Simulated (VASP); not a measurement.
# Pd (P6_3/mmc) in VASP: further runs, part 2 of 2

VASP 6.6.1. Earlier steps stand in the parts before.

**4. Single point, r2SCAN**

This run uses another cell than the first one, of 15.00 Å³/atom.

The input, POSCAR:

```
Pd
1.0
    2.7386705041      0.0000000000      0.0000000000
   -1.3693352520      2.3717582292      0.0000000000
    0.0000000000      0.0000000000      4.6171455893
Pd
2
Direct
    0.6666666667      0.3333333333      0.7500000000
    0.3333333333      0.6666666667      0.2500000000
```

The input, INCAR.step1:

```
ALGO = Normal
EDIFF = 1E-4
ENCUT = 520
GGA = PE
ISMEAR = 0
LASPH = True
LCHARG = False
LREAL = False
LWAVE = True
NBANDS = 17
NELM = 60
PREC = Accurate
SIGMA = 0.1
```

The input, INCAR.step2:

```
ALGO = Normal
EDIFF = 1E-6
ENCUT = 520
ISIF = 2
ISMEAR = 0
ISTART = 1
LASPH = True
LCHARG = False
LMIXTAU = True
LREAL = False
LWAVE = False
METAGGA = R2SCAN
NBANDS = 17
NELM = 60
PREC = Accurate
SIGMA = 0.1
```

The input, KPOINTS:

```
k-points
0
Gamma
  18 18 10
```

Potentials or basis: VASP PAW PBE potentials, release 64 (Pd).

Launch:

```bash
cat potpaw_PBE.64/Pd/POTCAR > POTCAR
cp INCAR.step1 INCAR
mpirun -np 1 vasp_std > vasp.out
cp INCAR.step2 INCAR
mpirun -np 1 vasp_std > vasp.out
```

OUTCAR:

```text
EDIFF = 1E-6
   ENCUT = 520
   ISIF = 2
   ISMEAR = 0
   ISTART = 1
   LASPH = True
   LREAL = False
   METAGGA = R2SCAN
   NELM = 60
   PREC = Accurate

 ion  position               nearest neighbor table
   1  0.667  0.333  0.750-   2 2.80   2 2.80   2 2.80   2 2.80   2 2.80   2 2.80
   2  0.333  0.667  0.250-   1 2.80   1 2.80   1 2.80   1 2.80   1 2.80   1 2.80

  LATTYP: Found a hexagonal cell.
 ALAT       =     2.7386705041
 C/A-ratio  =     1.6859076630

  Lattice vectors:

[... 668 lines left out ...]

------------------------ aborting loop because EDIFF is reached ----------------------------------------

  FORCE on cell =-STRESS in cart. coord.  units (eV):
  Direction    XX          YY          ZZ          XY          YZ          ZX
  --------------------------------------------------------------------------------------
  -------------------------------------------------------------------------------------
  Total        0.1316867      0.1316867      0.1156141      0.0000000      0.0000000      0.0000000
  in kB        7.0350756      7.0350756      6.1764289      0.0000000      0.0000000      0.0000000
  external PRESSURE =       6.7488600 kB  Pullay stress =       0.0000000 kB

 VOLUME and BASIS-vectors are now :
 -----------------------------------------------------------------------------
  energy-cutoff  :      520.00
  volume of cell :       29.99
      direct lattice vectors                 reciprocal lattice vectors
     2.738670504  0.000000000  0.000000000     0.365140676  0.210814068  0.000000000
    -1.369335252  2.371758229  0.000000000     0.000000000  0.421628135  0.000000000
     0.000000000  0.000000000  4.617145589     0.000000000  0.000000000  0.216584030

 POSITION                                       TOTAL-FORCE (eV/Angst)
 -----------------------------------------------------------------------------------
      1.36934      0.79059      3.46286         0.000000     -0.000000      0.000000
     -0.00000      1.58117      1.15429         0.000000      0.000000      0.000000
 -----------------------------------------------------------------------------------
    total drift:                                0.000000     -0.000000      0.000000

  FREE ENERGIE OF THE ION-ELECTRON SYSTEM (eV)
  ---------------------------------------------------
  free  energy   TOTEN  =       -45.8354100939 eV

  energy  without entropy=      -45.8105776903  energy(sigma->0) =      -45.82299389
```

OUTCAR.step1:

```text
EDIFF = 1E-4
   ENCUT = 520
   GGA = PE
   ISMEAR = 0
   LASPH = True
[... 703 lines left out ...]
 -----------------------------------------------------------------------------------
      1.36934      0.79059      3.46286        -0.000000      0.000000      0.000000
     -0.00000      1.58117      1.15429         0.000000     -0.000000      0.000000
 -----------------------------------------------------------------------------------
    total drift:                                0.000000     -0.000000      0.000000

  FREE ENERGIE OF THE ION-ELECTRON SYSTEM (eV)
  ---------------------------------------------------
  free  energy   TOTEN  =       -10.3723467098 eV

  energy  without entropy=      -10.3451237625  energy(sigma->0) =      -10.35873524
```

OSZICAR.step1:

```text
N       E                     dE             d eps       ncg     rms          rms(c)
DAV:   1     0.109033917595E+03    0.10903E+03   -0.10535E+04  7548   0.116E+03
DAV:   2    -0.915306082994E+01   -0.11819E+03   -0.11181E+03  7827   0.256E+02
DAV:   3    -0.109001263971E+02   -0.17471E+01   -0.17309E+01  9230   0.344E+01
DAV:   4    -0.109110467676E+02   -0.10920E-01   -0.10919E-01  8825   0.260E+00
DAV:   5    -0.109112127673E+02   -0.16600E-03   -0.16600E-03  9141   0.343E-01    0.106E+01
DAV:   6    -0.103988690371E+02    0.51234E+00   -0.10862E+00  7986   0.109E+01    0.520E+00
DAV:   7    -0.103781601882E+02    0.20709E-01   -0.11826E-02  8964   0.975E-01    0.254E+00
DAV:   8    -0.103723587721E+02    0.58014E-02   -0.19845E-03  8040   0.327E-01    0.927E-02
DAV:   9    -0.103723467098E+02    0.12062E-04   -0.35328E-05  5614   0.565E-02
   1 F= -.10372347E+02 E0= -.10358735E+02  d E =-.272229E-01
```

Run time: 2.7 min. Hardware: 1 thread of AMD EPYC 9R45 (Zen 5), shared host; peak memory 0.19 GiB.

What came out:

```yaml
Free_energy: -45.8354 eV
Pressure: 0.7 GPa
Band_gap_on_the_k_mesh: zero (bands 10 and 11 overlap by 0.96 eV)
```

Levels at points of the mesh, in eV from the Fermi level:
| k point | band 6 | band 7 | band 8 | band 9 | band 10 | band 11 | band 12 | band 13 | band 14 | band 15 |
| --- | --- | --- | --- | --- | --- | --- | --- | --- | --- | --- |
| (0.00, 0.00, 0.00) | -2.43 | -2.43 | -1.65 | -1.65 | -0.27 | -0.27 | 1.05 | 7.08 | 18.09 | 19.41 |
| (0.50, 0.00, 0.00) | -2.17 | -1.65 | -0.03 | 0.05 | 0.23 | 2.85 | 4.86 | 10.11 | 10.36 | 13.53 |
| (0.00, 0.00, 0.50) | -2.80 | -2.80 | -2.80 | -0.73 | -0.73 | -0.73 | -0.73 | 14.38 | 14.38 | 18.59 |
| (0.50, 0.00, 0.50) | -1.55 | -0.44 | -0.44 | 0.16 | 0.16 | 2.95 | 2.95 | 8.64 | 8.64 | 16.97 |

Caveat: the PAW data sets were made with another functional, which shifts forces and pressure a little.

**5. Relaxation of cell and atoms, r2SCAN**

The input, POSCAR:

```
Pd
1.0
    2.6647181267      0.0000000000      0.0000000000
   -1.3323590633      2.3077135917      0.0000000000
    0.0000000000      0.0000000000      4.2860090444
Pd
2
Direct
    0.6666666667      0.3333333333      0.7500000000
    0.3333333333      0.6666666667      0.2500000000
```

The input, INCAR.step1:

```
SYSTEM = Pd
PREC     = Accurate       ! precision mode
ENCUT    = 600            ! plane-wave cutoff, eV
ISMEAR   = 0              ! smearing method
SIGMA    = 0.1            ! smearing width, eV
LREAL    = .False.        ! projectors in reciprocal space
LASPH    = .True.         ! aspherical terms in the spheres
NELM     = 60             ! most SCF steps
GGA      = PE             ! functional
ALGO     = Normal         ! electronic algorithm
EDIFF    = 1E-4           ! SCF threshold, eV
LWAVE    = .True.         ! write WAVECAR
LCHARG   = .False.        ! write CHGCAR
```

The input, INCAR.step2:

```
SYSTEM = Pd
PREC     = Accurate       ! precision mode
ENCUT    = 600            ! plane-wave cutoff, eV
EDIFF    = 1E-6           ! SCF threshold, eV
ISMEAR   = 0              ! smearing method
SIGMA    = 0.1            ! smearing width, eV
LREAL    = .False.        ! projectors in reciprocal space
LASPH    = .True.         ! aspherical terms in the spheres
NELM     = 60             ! most SCF steps
ALGO     = Normal         ! electronic algorithm
ISIF     = 3              ! what is computed and relaxed
LWAVE    = .False.        ! write WAVECAR
LCHARG   = .False.        ! write CHGCAR
METAGGA  = R2SCAN         ! meta-GGA
LMIXTAU  = .True.       
IBRION   = 2              ! ionic algorithm
NSW      = 80             ! ionic steps
EDIFFG   = -0.05          ! ionic threshold
ISTART   = 1
```

The input, KPOINTS:

```
Automatic mesh
0
Gamma
  12 12 6
  0 0 0
```

Launch:

```bash
cat potpaw_PBE.64/Pd/POTCAR > POTCAR
cp INCAR.step1 INCAR
mpirun -np 1 vasp_std > vasp.out
cp INCAR.step2 INCAR
mpirun -np 1 vasp_std > vasp.out
```

It took 7 min on 1 thread of AMD EPYC 9R45 (Zen 5), shared host; peak memory 0.16 GiB.

The run converged. Its results:

- Free energy: -45.8294 eV
- Relaxed volume: 15.03 Å³/atom
- Relaxed cell: a = 2.745 Å, b = 2.745 Å, c = 4.606 Å, α = 90.00°, β = 90.00°, γ = 120.00°
- Space group after relaxing (to 0.1 Å): P6_3/mmc (No. 194)
- Energy gained by relaxing: 187.1 meV/atom
- Ionic steps: 7
- Pressure after relaxing: 0.2 GPa
- Band gap on the k mesh: zero (bands 10 and 11 overlap by 0.96 eV)

Step by step:
```csv
step,energy change (eV),largest force (eV/Å),pressure (GPa),volume (Å³)
1,0.0000,0.0000,35.40,26.36
2,0.4915,0.0000,-22.85,39.09
3,-0.3631,0.0000,-2.31,30.50
4,-0.3654,0.0000,-0.67,30.22
5,-0.3655,0.0000,-0.20,30.14
6,-0.3716,0.0000,-0.06,30.10
7,-0.3741,0.0000,0.22,30.06
```

Final structure:
```xyz
2
Lattice="2.7449 0.0000 0.0000 -1.3724 2.3771 0.0000 0.0000 0.0000 4.6063" Properties=species:S:1:pos:R:3 pbc="T T T"
Pd    1.3724    0.7924    3.4547
Pd    0.0000    1.5848    1.1516
```

Levels at points of the mesh, in eV from the Fermi level:
```csv
k point,band 6,band 7,band 8,band 9,band 10,band 11,band 12,band 13,band 14
"(0.00, 0.00, 0.00)",-2.40,-2.40,-1.66,-1.66,-0.26,-0.26,1.10,7.14,18.07
"(0.50, 0.00, 0.00)",-2.15,-1.65,-0.01,0.05,0.23,2.84,4.85,10.13,10.38
"(0.00, 0.00, 0.50)",-2.78,-2.78,-2.78,-0.72,-0.72,-0.72,-0.72,14.47,14.47
"(0.50, 0.00, 0.50)",-1.55,-0.43,-0.43,0.16,0.16,2.95,2.95,8.62,8.62
```

Caveat: the PAW data sets were made with another functional, which shifts forces and pressure a little.

**6. The runs side by side**

```csv
task,cell,k mesh,cutoff (eV),gap on the mesh (eV),pressure (GPa)
single point,"a = 2.665, b = 2.665, c = 4.286 Å, angles 90.0, 90.0, 120.0°, 2 atoms",6 × 6 × 4,520,none,34.5
single point,"a = 2.742, b = 2.742, c = 4.603 Å, angles 90.0, 90.0, 120.0°, 2 atoms",12 × 12 × 6,520,none,0.8
single point,"a = 2.739, b = 2.739, c = 4.617 Å, angles 90.0, 90.0, 120.0°, 2 atoms",18 × 18 × 10,520,none,0.7
relaxation of cell and atoms,"relaxed from a = 2.665, b = 2.665, c = 4.286 Å, angles 90.0, 90.0, 120.0°, 2 atoms",12 × 12 × 6,600,none,0.2
```

Alike in all rows: level r2SCAN; potentials or basis VASP PAW PBE potentials, release 64 (Pd); no spin polarisation; smearing gaussian 0.1 eV.

Caveats: some runs use coarse meshes; the PAW data sets were made with another functional, which shifts forces and pressure a little.

Total energies depend on the potentials used, so only differences within one code and one set of settings carry meaning.
